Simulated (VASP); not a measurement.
Write the native input for VASP 6.6.1 that does the following.

```yaml
Task: single point
Functional: PBE
Potentials_or_basis: VASP PAW PBE potentials, release 64 (Sc_sv, B, F)
Cutoff: 520 eV
k_mesh: 6 × 6 × 2
Occupations: gaussian, width 0.1 eV
Spin: collinear spin
Starting_moments: "[0.0, 0.0, 0.0, 1.0, 1.0] μB"
Dipole_correction: no
Further_INCAR_settings: ALGO = Normal; EDIFF = 1e-07; NBANDS = 32
```

The structure of Sc2BF2 lies in POSCAR:

```
Sc2BF2
1.0
    3.0315000000      0.0000000000      0.0000000000
   -1.5157500000      2.6253560100      0.0000000000
    0.0000000000      0.0000000000      7.5484584100
Sc B F
2 1 2
Direct
    0.0000000000      0.0000000000      0.4326711300
    0.3333333300      0.6666666700      0.7635113900
    0.0000000000      0.0000000000      0.0000000000
    0.0000000000      0.0000000000      0.1706308700
    0.6666666700      0.3333333300      0.5980912600
```

One way to write it, as run:

INCAR

```
SYSTEM = Sc2BF2
PREC = Accurate
ENCUT = 520
EDIFF = 1E-7
ISMEAR = 0
SIGMA = 0.1
LREAL = .FALSE.
LASPH = .TRUE.
NELM = 150
ALGO = Normal
ISIF = 2
LWAVE = .FALSE.
LCHARG = .TRUE.
ISPIN = 2
MAGMOM = 0 0 0 1 1
LORBIT = 11
LMAXMIX = 4
GGA = PE
LELF = .TRUE.
LVHAR = .TRUE.
NBANDS = 32
```

KPOINTS

```
regular mesh
0
G
  6 6 2
  0 0 0
```

Potentials or basis: VASP PAW PBE potentials, release 64 (Sc_sv, B, F).

The run is started by

```console
$ cat potpaw_PBE.64/Sc_sv/POTCAR potpaw_PBE.64/B/POTCAR potpaw_PBE.64/F/POTCAR > POTCAR
$ mpirun -np 1 vasp_std > vasp.out
```

It gave:

* Pressure: 26.0 GPa
* Largest force: 5.116 eV/Å
* Net moment: 0.48 μB per cell
* Site moments: Sc +0.16, +0.11; B +0.02; F +0.01 μB
* Valence electrons inside the program's atomic spheres: Sc 9.81; B 1.83; F 6.23, 6.17

Caveat: the k points lie up to 0.42 Å⁻¹ apart; a moment this small can come from the mesh or the smearing; forces of over 1 eV/Å act on the atoms, so gaps and moduli don't describe the material at rest.

Wall time 36 s on 1 thread of Intel(R) Xeon(R) 6975P-C (Granite Rapids), on a shared host, peak memory 0.22 GiB.
